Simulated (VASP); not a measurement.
# SnO2: vibrations by perturbation theory with LDA

Crystal: SnO2.

```
Sn O
1.0
     4.72051    0.00000    0.00000
     0.00000    4.72051    0.00000
     0.00000    0.00000    3.18862
Sn O
2 4
Direct
  0.00000 0.00000 0.00000
  0.50000 0.50000 0.50000
  0.30609 0.30609 0.00000
  0.19391 0.80609 0.50000
  0.69391 0.69391 0.00000
  0.80609 0.19391 0.50000
```

```yaml
Program: VASP 6.6.1
Task: vibrations by perturbation theory
Functional: LDA
Potentials_or_basis: VASP PAW LDA potentials, release 64 (Sn_d, O)
Cutoff: 520 eV
k_mesh: 6 × 6 × 8
Occupations: gaussian, width 0.01 eV
Spin: no spin polarisation
Dipole_correction: no
Further_INCAR_settings: ALGO = Normal; EDIFF = 1e-08; NBANDS = 35; IBRION = 8; NSW = 1
```

```json
{"Electronic dielectric tensor (diagonal)": "4.32, 4.32, 4.62", "Born charges (mean of the diagonal)": "Sn +4.20; O -2.10 e", "Highest phonon frequency at Γ, LO-TO splitting left out": "763 cm⁻¹"}
```

Phonon frequencies in cm⁻¹ (negative: imaginary):
```tsv
q point	frequencies
(0.000, 0.000, 0.000)	0 0 0 95 147 223 223 283 283 349 470 473 473 567 607 607 635 763
```

Electronic dielectric tensor:
```
4.32 0.00 0.00
0.00 4.32 0.00
0.00 0.00 4.62
```

Born effective charge tensors (e):
atom 1, Sn
```
4.07 0.43 0.00
0.43 4.07 0.00
0.00 0.00 4.46
```
atom 2, Sn
```
 4.07 -0.43  0.00
-0.43  4.07  0.00
 0.00  0.00  4.46
```
atom 3, O
```
-2.03 -0.69  0.00
-0.69 -2.03  0.00
 0.00  0.00 -2.23
```
atom 4, O
```
-2.03  0.69  0.00
 0.69 -2.03  0.00
 0.00  0.00 -2.23
```
atom 5, O
```
-2.03 -0.69  0.00
-0.69 -2.03  0.00
 0.00  0.00 -2.23
```
atom 6, O
```
-2.03  0.69  0.00
 0.69 -2.03  0.00
 0.00  0.00 -2.23
```

Wall time 57 min on 1 thread of Oxide Virtual Turin-like Processor (shared host), peak memory 0.63 GiB.

Caveat: the cell stands under pressure or tension, which shifts response properties.
